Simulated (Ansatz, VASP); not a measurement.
# CaSe: VASP beside Ansatz

INCAR

```
  PREC = Accurate
  ENCUT = 520
  EDIFF = 1E-8
  ISMEAR = -1
  SIGMA = 0.02
  LREAL = F
  LASPH = T
  NELM = 80
  ALGO = Normal
  ISIF = 2
  LWAVE = F
  LCHARG = F
  GGA = PE
  LEFG = T
  NBANDS = 15
```

File KPOINTS:

```
regular mesh
0
Gamma
  7 7 7
```

The input POSCAR:

```
CaSe
1.0
   -0.0591200000      2.9264400000      2.9264400000
    2.9264400000     -0.0591200000      2.9264400000
    2.9264400000      2.9264400000     -0.0591200000
Ca Se
1 1
Direct
    0.0000000000      0.0000000000      0.0000000000
    0.5000000000      0.5000000000      0.5000000000
```

Input for Ansatz:

```yaml
crystal:
  lattice:
    - [-0.05912, 2.92644, 2.92644]
    - [2.92644, -0.05912, 2.92644]
    - [2.92644, 2.92644, -0.05912]
  atoms:
    - { symbol: Ca, position: [0.0, 0.0, 0.0] }
    - { symbol: Se, position: [0.5, 0.5, 0.5] }
kpoints:
  mp_grid: { grid: [7, 7, 7] }
scf:
  occupations: { method: fermi_dirac, width: 0.02 }
hamiltonian:
  xc: pbe
  pseudopotentials: { kind: all_electron, datasets: crystal }
output:
  forces: true
  stress: true
  eigenvalues: true
  efg: { contact_densities: true }
```

Change from the starting cell: equal xy, yz and zx shear strains of -2 %, crystal datasets.

Alike in both runs: task electric field gradients; functional PBE; k mesh 7 × 7 × 7; occupations fermi-dirac, width 0.02 eV; no spin polarisation.

```csv
,VASP,Ansatz
version,VASP 6.6.1,Ansatz 0.2.0
potentials or method,"VASP PAW PBE potentials, release 64 (Ca_sv, Se), cutoff 520 eV","all-electron PAW with datasets made for the crystal, scalar-relativistic"
```

```tsv
	VASP	Ansatz	Ansatz less VASP
gap on the k mesh at the Fermi level (eV)	1.97	1.98	+0.009
pressure (GPa)	1.4	1.2	-0.18
traceless stress, the component that is largest in VASP (GPa)	0.52	0.52	+0.003
size of Vzz on the site where it differs most (V/Å²)	11.5	11.9	+0.48
```

Ansatz ran all-electron here, and VASP with PAW potentials.
